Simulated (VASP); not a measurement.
# CO2 in VASP: a series of runs

CO2 is run at these levels: PBEsol, PBE; tasks: single point.

All numbers are computed with VASP 6.6.1; they aren't measurements. Logs are shortened: lines on timing, memory, paths and dates and some standing lists are left out, and cuts for length are marked.

### Step 1. The cell of the first run

The structure is tetragonal, space group I-42d (No. 122). Conventional cell: a = 3.635 Å, b = 3.635 Å, c = 5.895 Å, α = 90.00°, β = 90.00°, γ = 90.00°. Within 1.8 Å of O (site symmetry 2) lie 2 C at 1.37 Å. C (site symmetry -4) has 4 O at 1.37 Å within 1.8 Å.

### Step 2. Single point, PBEsol

The input, INCAR:

```
SYSTEM = CO2
PREC = Accurate ; ENCUT = 1340
EDIFF = 1E-6 ; ISMEAR = -1
SIGMA = 0.05 ; LREAL = .FALSE.
LASPH = .TRUE. ; NELM = 120
ALGO = Normal ; ISIF = 2
LWAVE = .FALSE. ; LCHARG = .FALSE.
GGA = PS ; NBANDS = 25
GGA_COMPAT = .FALSE.
```

The input, KPOINTS:

```
regular mesh
0
G
  9 9 9
  0 0 0
```

The input, POSCAR:

```
CO2
1.0
   -1.8173489784      1.8173489784      2.9473912274
    1.8173489784     -1.8173489784      2.9473912274
    1.8173489784      1.8173489784     -2.9473912274
O C
4 2
Direct
    0.8750000000      0.9304490732      0.5554490732
    0.3750000000      0.3195509268      0.4445509268
    0.0695509268      0.6250000000      0.9445509268
    0.6804490732      0.1250000000      0.0554490732
    0.0000000000      0.0000000000      0.0000000000
    0.7500000000      0.2500000000      0.5000000000
```

Potentials or basis: VASP PAW PBE potentials, release 64 (O_h, C_h).

The run is started by

```sh
$ cat potpaw_PBE.64/O_h/POTCAR potpaw_PBE.64/C_h/POTCAR > POTCAR
$ mpirun -np 1 vasp_std > vasp.out
```

OUTCAR:

```text
SYSTEM = CO2
   PREC = Accurate
   ENCUT = 1340
   EDIFF = 1E-6
   ISMEAR = -1
   LREAL = .FALSE.
   LASPH = .TRUE.
   NELM = 120
   ISIF = 2
   GGA = PS

 ion  position               nearest neighbor table
   1  0.875  0.930  0.555-   5 1.37   6 1.37
   2  0.375  0.320  0.445-   5 1.37   6 1.37
   3  0.070  0.625  0.945-   5 1.37   6 1.37
   4  0.680  0.125  0.055-   5 1.37   6 1.37
   5  0.000  0.000  0.000-   1 1.37   2 1.37   3 1.37   4 1.37
   6  0.750  0.250  0.500-   1 1.37   2 1.37   3 1.37   4 1.37

  LATTYP: Found a body centered tetragonal cell.
 ALAT       =     3.6346979568
 C/A-ratio  =     1.6218080635

  Lattice vectors:

 A1 = (  -1.8173489784,   1.8173489784,   2.9473912274)
 A2 = (   1.8173489784,  -1.8173489784,   2.9473912274)
 A3 = (   1.8173489784,   1.8173489784,  -2.9473912274)

Analysis of symmetry for initial positions (statically):
=====================================================================
 Subroutine PRICEL returns:
 Original cell was already a primitive cell.

 Routine SETGRP: Setting up the symmetry group for a
 body centered tetragonal supercell.

 Subroutine GETGRP returns: Found  8 space group operations
 (whereof  4 operations were pure point group operations)
 out of a pool of 16 trial point group operations.

The static configuration has the point symmetry S_4 .
 The point group associated with its full space group is D_2d.

Analysis of symmetry for dynamics (positions and initial velocities):
=====================================================================
 Subroutine PRICEL returns:
 Original cell was already a primitive cell.

 Routine SETGRP: Setting up the symmetry group for a
 body centered tetragonal supercell.

 Subroutine GETGRP returns: Found  8 space group operations
 (whereof  4 operations were pure point group operations)
 out of a pool of 16 trial point group operations.

The dynamic configuration has the point symmetry S_4 .
 The point group associated with its full space group is D_2d.

 Subroutine INISYM returns: Found  8 space group operations
 (whereof  4 operations are pure point group operations),
 and found     1 'primitive' translations

----------------------------------------------------------------------------------------

                                     Primitive cell

  volume of cell :      38.9381

[... 90 lines left out ...]
   ISPIN  =      1    spin polarized calculation?
   LNONCOLLINEAR =      F non collinear calculations
   LSORBIT =      F    spin-orbit coupling
   LASPH  =      T    aspherical Exc in radial PAW
   ENCUT  = 1340.0 eV  98.49 Ry    9.92 a.u.  11.67 11.67 11.67*2*pi/ulx,y,z
   NELM   =    120;   NELMIN=  2; NELMDL= -5     # of ELM steps
   EDIFF  = 0.1E-05   stopping-criterion for ELM
   LREAL  =      F    real-space projection
   EDIFFG = 0.1E-04   stopping-criterion for IOM
   NSW    =      0    number of steps for IOM
   IBRION =     -1    ionic relax: 0-MD 1-quasi-New 2-CG
   NFREE  =      0    steps in history (QN), initial steepest desc. (CG)
   ISIF   =      2    stress and relaxation
   ISYM   =      2    0-nonsym 1-usesym 2-fastsym
   POTIM  = 0.5000    time-step for ionic-motion
   TEBEG  =    0.0;   TEEND  =   0.0 temperature during run
   PSTRESS=    0.0 pullay stress
   NELECT =      32.0000    total number of electrons
   NUPDOWN=      -1.0000    fix difference up-down
   EMIN   =  10.00;   EMAX   =-10.00  energy-range for DOS
   EFERMI =   0.00;   METHOD = LEGACY
   ISMEAR =    -1;   SIGMA  =   0.05  broadening in eV -4-tet -1-fermi 0-gaus
   EFERMI_NEDOS =   21; number of points for ismear=-14 and -15
   IALGO  =     38    algorithm
   IMIX   =      4    mixing-type and parameters
     AMIX     =   0.40;   BMIX     =  1.00
     AMIX_MAG =   1.60;   BMIX_MAG =  1.00
  volume/ion in A,a.u.               =       6.49        43.79
  Fermi-wavevector in a.u.,A,eV,Ry     =   1.533440  2.897781 31.993243  2.351437
  Thomas-Fermi vector in A             =   2.640506
   LORBIT       =      0    0 simple, 1 ext, 2 COOP (PROOUT), +10 PAW based schemes
   GGA     = PS    functional components
   LHFCALC =     F    Hartree Fock is set to
   AEXX    =    0.0000 exact exchange contribution
   IVDW    =     0    specifies the selected vdW correction
   LEPSILON=     F    determine dielectric tensor
   LRPA    =     F    only Hartree local field effects (RPA)
 non-spin polarized calculation
  energy-cutoff  :     1340.00
  volume of cell :       38.94
 maximum number of plane-waves:      4369
   NGX = 23   NGY = 23   NGZ = 23

 number of electron      32.0000000 magnetization

 Free energy of the ion-electron system (eV)
  ---------------------------------------------------
  ext. energy  EPLUGINS =         0.00000000
  ---------------------------------------------------
  free energy    TOTEN  =       -45.83034759 eV

  energy without entropy =      -45.83034759  energy(sigma->0) =      -45.83034759

 E-fermi :   6.5624     XC(G=0): -12.5932

 val. band max:        5.4872582335   @ k =  -0.3333   0.3333   0.3333
 cond. band min:      12.9787703141   @ k =   0.0000   0.0000   0.0000
 fundamental gap:      7.4915120806
 Fermi energy:         6.5623655364

 k-point     1 :       0.0000    0.0000    0.0000
  band No.  band energies     occupation
      1     -19.8613      2.00000
      2     -13.8696      2.00000
      3     -13.8696      2.00000
      4     -13.2302      2.00000
      5      -9.2207      2.00000
      6      -4.8225      2.00000
[... 661 lines left out ...]
     24      20.8437      0.00000
     25      22.3630      0.00000

 [... further k-points ...]
[... 5 lines left out ...]
  --------------------------------------------------------------------------------------
  -------------------------------------------------------------------------------------
  Total        7.3187243      7.3187243      7.2999027      0.0000000     -0.0000000      0.0000000
  in kB      301.1421386    301.1421386    300.3676904      0.0000000     -0.0000000      0.0000000
  external PRESSURE =     300.8839892 kB  Pullay stress =       0.0000000 kB

 VOLUME and BASIS-vectors are now :
 -----------------------------------------------------------------------------
  energy-cutoff  :     1340.00
  volume of cell :       38.94
      direct lattice vectors                 reciprocal lattice vectors
    -1.817348978  1.817348978  2.947391227     0.000000000  0.275126025  0.169641544
     1.817348978 -1.817348978  2.947391227     0.275126025  0.000000000  0.169641544
     1.817348978  1.817348978 -2.947391227     0.275126025  0.275126025  0.000000000

 POSITION                                       TOTAL-FORCE (eV/Angst)
 -----------------------------------------------------------------------------------
      1.11022      0.90867      3.68424        -0.032267     -0.000000      0.000000
      0.70713      0.90867      0.73685         0.032267     -0.000000     -0.000000
      2.72602      0.70713     -0.73685        -0.000000      0.032267     -0.000000
     -0.90867      1.11022      2.21054        -0.000000     -0.032267      0.000000
      0.00000      0.00000      0.00000         0.000000      0.000000     -0.000000
      0.00000      1.81735      1.47370         0.000000      0.000000      0.000000
 -----------------------------------------------------------------------------------
    total drift:                               -0.000000     -0.000000     -0.000000

  FREE ENERGIE OF THE ION-ELECTRON SYSTEM (eV)
  ---------------------------------------------------
  free  energy   TOTEN  =       -45.8303475941 eV

  energy  without entropy=      -45.8303475940  energy(sigma->0) =      -45.83034759
```

OSZICAR:

```text
N       E                     dE             d eps       ncg     rms          rms(c)
DAV:   1     0.320232436114E+03    0.32023E+03   -0.33026E+04  3750   0.275E+03
DAV:   2    -0.258225801310E+02   -0.34606E+03   -0.32194E+03  5283   0.451E+02
DAV:   3    -0.482853004387E+02   -0.22463E+02   -0.22218E+02  5050   0.112E+02
DAV:   4    -0.485526442431E+02   -0.26734E+00   -0.26658E+00  4697   0.131E+01
DAV:   5    -0.485571704782E+02   -0.45262E-02   -0.45222E-02  4980   0.164E+00    0.123E+01
DAV:   6    -0.459156497092E+02    0.26415E+01   -0.48733E+00  4805   0.186E+01    0.480E+00
DAV:   7    -0.458579621611E+02    0.57688E-01   -0.68764E-01  4827   0.614E+00    0.268E+00
DAV:   8    -0.458341244904E+02    0.23838E-01   -0.61277E-02  4639   0.262E+00    0.468E-01
DAV:   9    -0.458302645508E+02    0.38599E-02   -0.10207E-02  4767   0.107E+00    0.162E-01
DAV:  10    -0.458303767937E+02   -0.11224E-03   -0.17427E-03  5018   0.346E-01    0.578E-02
DAV:  11    -0.458303446544E+02    0.32139E-04   -0.15753E-04  4773   0.112E-01    0.128E-02
DAV:  12    -0.458303475558E+02   -0.29014E-05   -0.20553E-05  4711   0.396E-02    0.371E-03
DAV:  13    -0.458303475941E+02   -0.38243E-07   -0.55595E-07  2867   0.682E-03
   1 F= -.45830348E+02 E0= -.45830348E+02  d E =-.287146E-10
```

Run time: 3.2 min. Hardware: 1 thread of Intel Xeon Platinum 8375C at 2.90GHz (Ice Lake), shared host; peak memory 0.45 GiB.

What came out:

| Item | Value |
| --- | --- |
| Free energy | -45.8303 eV |
| Pressure | 30.1 GPa |
| Largest force | 0.032 eV/Å |
| Band gap on the k mesh | 7.49 eV (least direct gap 7.74 eV) |

Forces in eV/Å, atoms in the order of the input:
```
O   -0.032  0.000  0.000
O    0.032  0.000  0.000
O    0.000  0.032  0.000
O    0.000 -0.032  0.000
C    0.000  0.000  0.000
C    0.000  0.000  0.000
```

Caveat: the cell stands under pressure; the PAW data sets were made with another functional, which shifts forces and pressure a little. A k mesh can miss the band edges.

### Step 3. Single point, PBEsol

This run uses another cell than the first one, of 7.35 Å³/atom.

The input, INCAR:

```
SYSTEM = CO2
PREC     = Accurate       ! precision mode
ENCUT    = 1340           ! plane-wave cutoff, eV
EDIFF    = 1E-6           ! SCF threshold, eV
ISMEAR   = -1             ! smearing method
SIGMA    = 0.05           ! smearing width, eV
LREAL    = .False.        ! projectors in reciprocal space
LASPH    = .True.         ! aspherical terms in the spheres
NELM     = 120            ! most SCF steps
ALGO     = Normal         ! electronic algorithm
ISIF     = 2              ! what is computed and relaxed
LWAVE    = .False.        ! write WAVECAR
LCHARG   = .True.         ! write CHGCAR
GGA      = PS             ! functional
LELF     = .True.         ! ELF
LVHAR    = .True.       
NBANDS   = 25             ! bands
GGA_COMPAT= .False.
```

The input, KPOINTS:

```
regular mesh
0
Gamma
  9 9 9
  0 0 0
```

The input, POSCAR:

```
CO2
1.0
   -1.9305593077      1.9305593077      2.9581318311
    1.9305593077     -1.9305593077      2.9581318311
    1.9305593077      1.9305593077     -2.9581318311
O C
4 2
Direct
    0.8750000000      0.9520917882      0.5770917882
    0.3750000000      0.2979082118      0.4229082118
    0.0479082118      0.6250000000      0.9229082118
    0.7020917882      0.1250000000      0.0770917882
    0.0000000000      0.0000000000      0.0000000000
    0.7500000000      0.2500000000      0.5000000000
```

Potentials or basis: VASP PAW PBE potentials, release 64 (O_h, C_h).

The run is started by

```sh
$ cat potpaw_PBE.64/O_h/POTCAR potpaw_PBE.64/C_h/POTCAR > POTCAR
$ mpirun -np 1 vasp_std > vasp.out
```

Run time: 3.9 min. Hardware: 1 thread of Intel Xeon Platinum 8375C at 2.90GHz (Ice Lake), shared host; peak memory 0.48 GiB.

Results (log left out):

| Item | Value |
| --- | --- |
| Free energy | -46.3677 eV |
| Pressure | 5.0 GPa |
| Largest force | 0.028 eV/Å |
| Band gap on the k mesh | 7.67 eV (least direct gap 8.03 eV) |

Forces in eV/Å, atoms in the order of the input:
```
O   -0.028  0.000  0.000
O    0.028  0.000  0.000
O    0.000  0.028  0.000
O    0.000 -0.028  0.000
C    0.000  0.000  0.000
C    0.000  0.000  0.000
```

Stress tensor (GPa, compression positive):
```
5.01 0.00 0.00
0.00 5.01 0.00
0.00 0.00 4.89
```

Levels at points of the mesh, in eV from the valence-band top:
| k point | band 14 | band 15 | band 16 | band 17 | band 18 | band 19 |
| --- | --- | --- | --- | --- | --- | --- |
| (0.00, 0.00, 0.00) | -0.81 | -0.81 | -0.36 | 7.67 | 9.73 | 9.73 |

Caveat: the cell stands under pressure; the PAW data sets were made with another functional, which shifts forces and pressure a little.

### Step 4. Single point, PBEsol

This run uses another cell than the first one, of 7.91 Å³/atom.

The input, INCAR:

```
SYSTEM = CO2
  PREC = Accurate
  ENCUT = 1340
  EDIFF = 1E-6
  ISMEAR = -1
  SIGMA = 0.05
  LREAL = .False.
  LASPH = .True.
  NELM = 120
  ALGO = Normal
  ISIF = 2
  LWAVE = .False.
  LCHARG = .False.
  GGA = PS
  NBANDS = 25
  GGA_COMPAT = .False.
```

The input, KPOINTS:

```
regular mesh
0
Gamma
  8 8 8
  0 0 0
```

The input, POSCAR:

```
CO2
1.0
   -1.9747270000      1.9747270000      3.0441985800
    1.9747270000     -1.9747270000      3.0441985800
    1.9747270000      1.9747270000     -3.0441985800
O C
4 2
Direct
    0.8750000000      0.9597980000      0.5847980000
    0.3750000000      0.2902020000      0.4152020000
    0.0402020000      0.6250000000      0.9152020000
    0.7097980000      0.1250000000      0.0847980000
    0.0000000000      0.0000000000      0.0000000000
    0.7500000000      0.2500000000      0.5000000000
```

The run is started by

```sh
$ cat potpaw_PBE.64/O_h/POTCAR potpaw_PBE.64/C_h/POTCAR > POTCAR
$ mpirun -np 1 vasp_std > vasp.out
```

Run time: 7.7 min. Hardware: 1 thread of Intel Xeon Platinum 8375C at 2.90GHz (Ice Lake), shared host; peak memory 0.46 GiB.

Results (log left out):

| Item | Value |
| --- | --- |
| Free energy | -46.3421 eV |
| Pressure | -8.9 GPa |
| Largest force | 0.272 eV/Å |
| Band gap on the k mesh | 7.55 eV (least direct gap 7.97 eV) |

Forces on the atoms (eV/Å):
```
O    0.272  0.000  0.000
O   -0.272  0.000  0.000
O    0.000 -0.272  0.000
O    0.000  0.272  0.000
C    0.000  0.000  0.000
C    0.000  0.000  0.000
```

Stress tensor (GPa, compression positive):
```
 -7.87   0.00   0.00
  0.00  -7.87   0.00
  0.00   0.00 -10.96
```

Levels at points of the mesh, in eV from the valence-band top:
```tsv
k point	band 12	band 13	band 14	band 15	band 16	band 17	band 18	band 19	band 20	band 21
(0.00, 0.00, 0.00)	-1.17	-1.17	-0.86	-0.86	-0.50	7.55	8.88	9.01	9.01	12.17
(0.50, 0.00, 0.00)	-2.26	-1.71	-1.35	-0.40	-0.03	8.00	9.24	9.54	10.06	12.30
(0.50, 0.50, 0.00)	-2.65	-0.63	-0.63	-0.52	-0.52	8.66	8.66	9.76	9.76	11.55
(0.50, 0.50, 0.50)	-3.09	-2.85	-2.85	0.00	0.00	8.64	8.64	10.47	10.47	11.23
```

Caveat: the cell stands under tension; the PAW data sets were made with another functional, which shifts forces and pressure a little. A k mesh can miss the band edges.

(Continued in part 2 of 2.)
